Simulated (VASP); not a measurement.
Set up this calculation in VASP 6.6.1, as the native input.

* Task: single point
* Functional: PBE
* Potentials or basis: VASP PAW PBE potentials, release 64 (Si, O)
* Cutoff: 520 eV
* k mesh: 7 × 7 × 11
* Occupations: fermi-dirac, width 0.02 eV
* Spin: no spin polarisation
* Dipole correction: no
* Further INCAR settings: ALGO = Normal; EDIFF = 1e-06; NBANDS = 25

The structure of SiO2 lies in POSCAR:

```
SiO2
1.0
    4.1667000000      0.0000000000      0.0000000000
    0.0000000000      4.1667000000      0.0000000000
    0.0000000000      0.0000000000      2.7177900000
Si O
2 4
Direct
    0.0000000000      0.0000000000      0.0000000000
    0.5000000000      0.5000000000      0.5000000000
    0.3052551835      0.3052551835      0.0000000000
    0.1947448165      0.8052551835      0.5000000000
    0.6947448165      0.6947448165      0.0000000000
    0.8052551835      0.1947448165      0.5000000000
```

This cell differs from its parent crystal: z stretched by +2 %, then relaxed in part.

The input as run:

INCAR

```
PREC = Accurate
ENCUT = 520
EDIFF = 1E-6
ISMEAR = -1
SIGMA = 0.02
LREAL = F
LASPH = T
NELM = 60
ALGO = Normal
ISIF = 2
LWAVE = F
LCHARG = T
GGA = PE
LELF = T
LVHAR = T
NBANDS = 25
```

KPOINTS

```
regular mesh
0
Gamma
  7 7 11
```

Potentials or basis: VASP PAW PBE potentials, release 64 (Si, O).

Command:

```sh
$ cat potpaw_PBE.64/Si/POTCAR potpaw_PBE.64/O/POTCAR > POTCAR
$ mpirun -np 1 vasp_std > vasp.out
```

It gave:

* Pressure: 5.3 GPa
* Largest force: 0.004 eV/Å
* Band gap on the k mesh: 5.26 eV

Caveat: the cell differs from its parent crystal (z stretched by +2 %, then relaxed in part); the cell stands under pressure; an odd mesh through Γ misses points on the zone boundary, where band edges can lie.

Run time: 60 s on 1 thread of Intel Xeon 8259CL, on a shared host, peak memory 0.18 GiB.
